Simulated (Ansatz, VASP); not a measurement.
**Ti in VASP and in Ansatz**

```xyz
1
Lattice="0.0000 2.1112 2.1112 2.1112 0.0000 2.1112 2.1112 2.1112 0.0000" Properties=species:S:1:pos:R:3 pbc="T T T"
Ti    0.0000    0.0000    0.0000
```

Change from the starting cell: strain +0.040 along x and y, +0.040 along z, atoms carried along.

Alike in both runs: task single point; functional r2SCAN; k mesh 20 × 20 × 20; occupations gaussian, width 0.15 eV; no spin polarisation.

|  | VASP | Ansatz |
| --- | --- | --- |
| version | VASP 6.6.1 | Ansatz 0.2.0 |
| potentials or method | VASP PAW PBE potentials, release 64 (Ti_sv), cutoff 520 eV | scalar-relativistic, plane waves, PAW |
| valence electrons in the cell | 12 | 12 |

|  | VASP | Ansatz | Ansatz less VASP |
| --- | --- | --- | --- |
| gap on the k mesh at the Fermi level (eV) | none | none | - |
| pressure (GPa) | -7.5 | -7.8 | -0.32 |

VASP's potentials were made for PBE, not for r2SCAN. A gap of «none» marks a metal or a gap that the smearing closes.
